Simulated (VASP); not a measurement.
# MgH2 (P4_2/mnm) in VASP: vibrations by perturbation theory with PBEsol

Aim: the vibrations by perturbation theory of MgH2 with PBEsol.

All numbers are computed with VASP 6.6.1; they aren't measurements. Logs are shortened: lines on timing, memory, paths and dates and some standing lists are left out, and cuts for length are marked.

**1. The cell of the first run**

It takes space group P4_2/mnm (No. 136, tetragonal). Conventional cell: a = 4.477 Å, b = 4.477 Å, c = 3.008 Å, α = 90.00°, β = 90.00°, γ = 90.00°. Mg (site symmetry mmm) has 6 H at 1.93 to 1.95 Å within 2.6 Å. H (site symmetry m2m) has 3 Mg at 1.93 to 1.95 Å and 1 H at 2.48 Å within 2.6 Å.

**2. Vibrations by perturbation theory, PBEsol**

Input file INCAR:

```
PREC     = Accurate       # precision mode
ENCUT    = 520            # plane-wave cutoff, eV
EDIFF    = 1E-8           # SCF threshold, eV
ISMEAR   = 0              # smearing method
SIGMA    = 0.01           # smearing width, eV
LREAL    = False          # projectors in reciprocal space
LASPH    = True           # aspherical terms in the spheres
NELM     = 60             # most SCF steps
ALGO     = Normal         # electronic algorithm
ISIF     = 2              # what is computed and relaxed
LWAVE    = False          # write WAVECAR
LCHARG   = True           # write CHGCAR
GGA      = PS             # functional
IBRION   = 8              # ionic algorithm
NSW      = 1              # ionic steps
LEPSILON = True           # dielectric tensor by DFPT
```

Input file KPOINTS:

```
regular mesh
0
Gamma
  6 6 8
```

Input file POSCAR:

```
MgH2
1.0
    4.4769671517      0.0000000000      0.0000000000
    0.0000000000      4.4769671517      0.0000000000
    0.0000000000      0.0000000000      3.0075676465
Mg H
2 4
Direct
    0.0000000000      0.0000000000      0.0000000000
    0.5000000000      0.5000000000      0.5000000000
    0.3044944734      0.3044944734      0.0000000000
    0.1955055266      0.8044944734      0.5000000000
    0.8044944734      0.1955055266      0.5000000000
    0.6955055266      0.6955055266      0.0000000000
```

Potentials or basis: VASP PAW PBE potentials, release 64 (Mg, H).

Run with:

```sh
$ cat potpaw_PBE.64/Mg/POTCAR potpaw_PBE.64/H/POTCAR > POTCAR
$ mpirun -np 1 vasp_std > vasp.out
```

OUTCAR:

```text
PREC = Accurate
   ENCUT = 520
   EDIFF = 1E-8
   ISMEAR = 0
   LREAL = False
   LASPH = True
   NELM = 60
   ISIF = 2
   GGA = PS
   IBRION = 8
   NSW = 1
   LEPSILON = True

 ion  position               nearest neighbor table
   1  0.000  0.000  0.000-   3 1.93   6 1.93   5 1.95   4 1.95   4 1.95   5 1.95   2 3.50   2 3.50
                             2 3.50   2 3.50   2 3.50   2 3.50   2 3.50   2 3.50
   2  0.500  0.500  0.500-   4 1.93   5 1.93   3 1.95   6 1.95   3 1.95   6 1.95   1 3.50   1 3.50
                             1 3.50   1 3.50   1 3.50   1 3.50   1 3.50   1 3.50
   3  0.304  0.304  0.000-   1 1.93   2 1.95   2 1.95
   4  0.196  0.804  0.500-   2 1.93   1 1.95   1 1.95
   5  0.804  0.196  0.500-   2 1.93   1 1.95   1 1.95
   6  0.696  0.696  0.000-   1 1.93   2 1.95   2 1.95

  LATTYP: Found a simple tetragonal cell.
 ALAT       =     4.4769671517
 C/A-ratio  =     0.6717868469

  Lattice vectors:

 A1 = (   4.4769671517,   0.0000000000,   0.0000000000)
 A2 = (   0.0000000000,   4.4769671517,   0.0000000000)
 A3 = (   0.0000000000,   0.0000000000,   3.0075676465)

Analysis of symmetry for initial positions (statically):
=====================================================================
 Subroutine PRICEL returns:
 Original cell was already a primitive cell.

 Routine SETGRP: Setting up the symmetry group for a
 simple tetragonal supercell.

 Subroutine GETGRP returns: Found 16 space group operations
 (whereof  8 operations were pure point group operations)
 out of a pool of 16 trial point group operations.

The static configuration has the point symmetry D_2h.
 The point group associated with its full space group is D_4h.

Analysis of symmetry for dynamics (positions and initial velocities):
=====================================================================
 Subroutine PRICEL returns:
 Original cell was already a primitive cell.

 Routine SETGRP: Setting up the symmetry group for a
 simple tetragonal supercell.

 Subroutine GETGRP returns: Found 16 space group operations
 (whereof  8 operations were pure point group operations)
 out of a pool of 16 trial point group operations.

The dynamic configuration has the point symmetry D_2h.
 The point group associated with its full space group is D_4h.

 Subroutine INISYM returns: Found 16 space group operations
 (whereof  8 operations are pure point group operations),
 and found     1 'primitive' translations

----------------------------------------------------------------------------------------

                                     Primitive cell

  volume of cell :      60.2814

  direct lattice vectors                    reciprocal lattice vectors
     4.476967152  0.000000000  0.000000000     0.223365499  0.000000000  0.000000000
     0.000000000  4.476967152  0.000000000     0.000000000  0.223365499  0.000000000
     0.000000000  0.000000000  3.007567647     0.000000000  0.000000000  0.332494599

  length of vectors
     4.476967152  4.476967152  3.007567647     0.223365499  0.223365499  0.332494599

  position of ions in fractional coordinates (direct lattice)
[... 489 lines left out ...]

------------------------ aborting loop because EDIFF is reached ----------------------------------------

 INTERNAL STRAIN TENSOR  FOR ION    3  DIRECTION 3   (eV/Angst):
 -----------------------------------------------------------------------------
     0.00649  0.00157  1.42853
     0.00157  0.00649  1.42853
     1.42850  1.42850 -0.01425

 MACROSCOPIC STATIC DIELECTRIC TENSOR (including local field effects in DFT)
 ------------------------------------------------------
           4.113958     0.000000     0.000000
           0.000000     4.113958     0.000000
           0.000000     0.000000     4.151203
 ------------------------------------------------------

 PIEZOELECTRIC TENSOR (including local field effects)  for field in x, y, z        (e  Angst)
          XX          YY          ZZ          XY          YZ          ZX
  --------------------------------------------------------------------------------
  x     0.00000     0.00000     0.00000     0.00000     0.00000     0.00000
  y     0.00000     0.00000     0.00000     0.00000     0.00000     0.00000
  z     0.00000     0.00000     0.00000     0.00000     0.00000     0.00000

 PIEZOELECTRIC TENSOR (including local field effects)  for field in x, y, z        (C/m^2)
          XX          YY          ZZ          XY          YZ          ZX
  --------------------------------------------------------------------------------
  x     0.00000     0.00000     0.00000     0.00000     0.00000     0.00000
  y     0.00000     0.00000     0.00000     0.00000     0.00000     0.00000
  z     0.00000     0.00000     0.00000     0.00000     0.00000     0.00000

 BORN EFFECTIVE CHARGES (including local field effects) (in |e|, cummulative output)
 ---------------------------------------------------------------------------------
 ion    1
    1     1.84608     0.11851     0.00000
    2     0.11851     1.84608     0.00000
    3     0.00000     0.00000     1.94196
 ion    2
    1     1.84608    -0.11851     0.00000
    2    -0.11851     1.84608     0.00000
    3     0.00000     0.00000     1.94196
 ion    3
    1    -0.92304    -0.21291     0.00000
    2    -0.21291    -0.92304     0.00000
    3     0.00000     0.00000    -0.97098
 ion    4
    1    -0.92304     0.21291     0.00000
    2     0.21291    -0.92304     0.00000
    3     0.00000     0.00000    -0.97098
 ion    5
    1    -0.92304     0.21291     0.00000
    2     0.21291    -0.92304     0.00000
    3     0.00000     0.00000    -0.97098
 ion    6
    1    -0.92304    -0.21291     0.00000
    2    -0.21291    -0.92304     0.00000
    3     0.00000     0.00000    -0.97098

 INTERNAL STRAIN TENSOR FOR ION    6 for displacements in x,y,z  (eV/Angst):
          X           Y           Z          XY          YZ          ZX
  --------------------------------------------------------------------------------
  x    -0.00863     0.42541    -1.00363     0.60617     0.00000     0.00000
  y     0.42541    -0.00863    -1.00363     0.60619     0.00000     0.00000
  z     0.00000     0.00000     0.00000     0.00000    -1.42850    -1.42853

 SECOND DERIVATIVES (NOT SYMMETRIZED)
 ------------------------------------
               1X          1Y          1Z          2X          2Y          2Z          3X          3Y          3Z          4X          4Y          4Z          5X          5Y          5Z          6X          6Y          6Z
  1X    -6.189530   -0.214061    0.000000    2.084889   -0.000167    0.000000    0.854496    1.053350    0.000000    1.197824   -0.946236    0.000000    1.197824   -0.946236    0.000000    0.854496    1.053350    0.000000
  1Y    -0.214061   -6.189530    0.000000   -0.000167    2.084889    0.000000    1.053350    0.854496    0.000000   -0.946236    1.197824    0.000000   -0.946236    1.197824    0.000000    1.053350    0.854496    0.000000
  1Z     0.000000    0.000000   -5.445970    0.000000    0.000000    0.085466    0.000000    0.000000    0.138435    0.000000    0.000000    2.541817    0.000000    0.000000    2.541817    0.000000    0.000000    0.138435
  2X     2.084889    0.000167    0.000000   -6.189530    0.214061    0.000000    1.197824    0.946236    0.000000    0.854496   -1.053350    0.000000    0.854496   -1.053350    0.000000    1.197824    0.946236    0.000000
  2Y     0.000167    2.084889    0.000000    0.214061   -6.189530    0.000000    0.946236    1.197824    0.000000   -1.053350    0.854496    0.000000   -1.053350    0.854496    0.000000    0.946236    1.197824    0.000000
  2Z     0.000000    0.000000    0.085466    0.000000    0.000000   -5.445970    0.000000    0.000000    2.541817    0.000000    0.000000    0.138435    0.000000    0.000000    0.138435    0.000000    0.000000    2.541817
  3X     0.854635    1.053631    0.000000    1.197609    0.946605    0.000000   -3.631518   -2.531505    0.000000    0.074392   -0.013941    0.000000    0.953434    0.012905    0.000000    0.551448    0.532305    0.000000
  3Y     1.053631    0.854635    0.000000    0.946605    1.197609    0.000000   -2.531505   -3.631518    0.000000    0.012905    0.953434    0.000000   -0.013941    0.074392    0.000000    0.532305    0.551448    0.000000
  3Z     0.000000    0.000000    0.138511    0.000000    0.000000    2.542832    0.000000    0.000000   -3.648201    0.000000    0.000000    0.479725    0.000000    0.000000    0.479725    0.000000    0.000000    0.007409
  4X     1.197609   -0.946605    0.000000    0.854635   -1.053631    0.000000    0.074392    0.013941    0.000000   -3.631518    2.531505    0.000000    0.551448   -0.532305    0.000000    0.953434   -0.012905    0.000000
  4Y    -0.946605    1.197609    0.000000   -1.053631    0.854635    0.000000   -0.012905    0.953434    0.000000    2.531505   -3.631518    0.000000   -0.532305    0.551448    0.000000    0.013941    0.074392    0.000000
  4Z     0.000000    0.000000    2.542832    0.000000    0.000000    0.138511    0.000000    0.000000    0.479725    0.000000    0.000000   -3.648201    0.000000    0.000000    0.007409    0.000000    0.000000    0.479725
  5X     1.197609   -0.946605    0.000000    0.854635   -1.053631    0.000000    0.953434   -0.012905    0.000000    0.551448   -0.532305    0.000000   -3.631518    2.531505    0.000000    0.074392    0.013941    0.000000
  5Y    -0.946605    1.197609    0.000000   -1.053631    0.854635    0.000000    0.013941    0.074392    0.000000   -0.532305    0.551448    0.000000    2.531505   -3.631518    0.000000   -0.012905    0.953434    0.000000
  5Z     0.000000    0.000000    2.542832    0.000000    0.000000    0.138511    0.000000    0.000000    0.479725    0.000000    0.000000    0.007409    0.000000    0.000000   -3.648201    0.000000    0.000000    0.479725
  6X     0.854635    1.053631    0.000000    1.197609    0.946605    0.000000    0.551448    0.532305    0.000000    0.953434    0.012905    0.000000    0.074392   -0.013941    0.000000   -3.631518   -2.531505    0.000000
  6Y     1.053631    0.854635    0.000000    0.946605    1.197609    0.000000    0.532305    0.551448    0.000000   -0.013941    0.074392    0.000000    0.012905    0.953434    0.000000   -2.531505   -3.631518    0.000000
  6Z     0.000000    0.000000    0.138511    0.000000    0.000000    2.542832    0.000000    0.000000    0.007409    0.000000    0.000000    0.479725    0.000000    0.000000    0.479725    0.000000    0.000000   -3.648201

 Eigenvectors and eigenvalues of the dynamical matrix
 ----------------------------------------------------

   1 f  =   44.490333 THz   279.541010 2PiTHz 1484.037784 cm-1   183.997152 meV
             X         Y         Z           dx          dy          dz
      0.000000  0.000000  0.000000    -0.000000    0.000000    0.000000
      2.238484  2.238484  1.503784    -0.000000    0.000000   -0.000000
      1.363212  1.363212  0.000000     0.353553    0.353553   -0.000000
      0.875272  3.601695  1.503784     0.353553   -0.353553    0.000000
      3.601695  0.875272  1.503784    -0.353553    0.353553   -0.000000
      3.113755  3.113755  0.000000    -0.353553   -0.353553    0.000000
[... 145 lines left out ...]
  18 f/i=    0.001991 THz     0.012508 2PiTHz    0.066403 cm-1     0.008233 meV
             X         Y         Z           dx          dy          dz
      0.000000  0.000000  0.000000    -0.676517   -0.065762   -0.000000
      2.238484  2.238484  1.503784    -0.676521   -0.065795   -0.000000
      1.363212  1.363212  0.000000    -0.137189   -0.013382   -0.000000
      0.875272  3.601695  1.503784    -0.137180   -0.013295   -0.000000
      3.601695  0.875272  1.503784    -0.137180   -0.013295   -0.000000
      3.113755  3.113755  0.000000    -0.137189   -0.013382   -0.000000

--------------------------------------------------------------------------------------------------------

 MACROSCOPIC STATIC DIELECTRIC TENSOR IONIC CONTRIBUTION
 ------------------------------------------------------
           7.656064    -0.000000    -0.000000
          -0.000000     7.656064    -0.000000
          -0.000000    -0.000000     4.223078
 ------------------------------------------------------

 ELASTIC MODULI CONTR FROM IONIC RELAXATION (kBar)
 Direction    XX          YY          ZZ          XY          YZ          ZX
 --------------------------------------------------------------------------------
 XX         -48.4004     45.5126      6.9542     -0.0000      0.0000      0.0000
 YY          45.5126    -48.4004      6.9542      0.0000     -0.0000     -0.0000
 ZZ           6.9542      6.9542    -33.4929      0.0000     -0.0000      0.0000
 XY          -0.0000      0.0000      0.0000     -9.6470      0.0000     -0.0000
 YZ           0.0000     -0.0000     -0.0000      0.0000    -59.3458      0.0000
 ZX           0.0000     -0.0000      0.0000     -0.0000      0.0000    -59.3482
 --------------------------------------------------------------------------------

 PIEZOELECTRIC TENSOR IONIC CONTR  for field in x, y, z        (C/m^2)
          XX          YY          ZZ          XY          YZ          ZX
  --------------------------------------------------------------------------------
  x     0.00000    -0.00000    -0.00000     0.00000    -0.00000     0.00000
  y     0.00000    -0.00000     0.00000     0.00000     0.00000    -0.00000
  z    -0.00000     0.00000     0.00000    -0.00000    -0.00000     0.00000
```

It took 4.8 min on 1 thread of Intel Xeon Platinum 8488C (Sapphire Rapids), shared host; peak memory 0.37 GiB.

What came out:

* Electronic dielectric tensor (diagonal): 4.11, 4.11, 4.15
* Born charges (mean of the diagonal): Mg +1.88; H -0.94 e
* Highest phonon frequency at Γ: 1484 cm⁻¹

Phonon frequencies in cm⁻¹ (negative: imaginary):
| q point | frequencies |
| --- | --- |
| (0.000, 0.000, 0.000) | 0 0 0 182 241 299 299 493 493 742 888 997 997 1131 1217 1217 1319 1484 |

Electronic dielectric tensor:
```
4.11 0.00 0.00
0.00 4.11 0.00
0.00 0.00 4.15
```

Born effective charge tensors (e):
atom 1, Mg
```
1.85 0.12 0.00
0.12 1.85 0.00
0.00 0.00 1.94
```
atom 2, Mg
```
 1.85 -0.12  0.00
-0.12  1.85  0.00
 0.00  0.00  1.94
```
atom 3, H
```
-0.92 -0.21  0.00
-0.21 -0.92  0.00
 0.00  0.00 -0.97
```
atom 4, H
```
-0.92  0.21  0.00
 0.21 -0.92  0.00
 0.00  0.00 -0.97
```
atom 5, H
```
-0.92  0.21  0.00
 0.21 -0.92  0.00
 0.00  0.00 -0.97
```
atom 6, H
```
-0.92 -0.21  0.00
-0.21 -0.92  0.00
 0.00  0.00 -0.97
```

Caveat: the structure was generated, so it needn't be the stable form of MgH2.
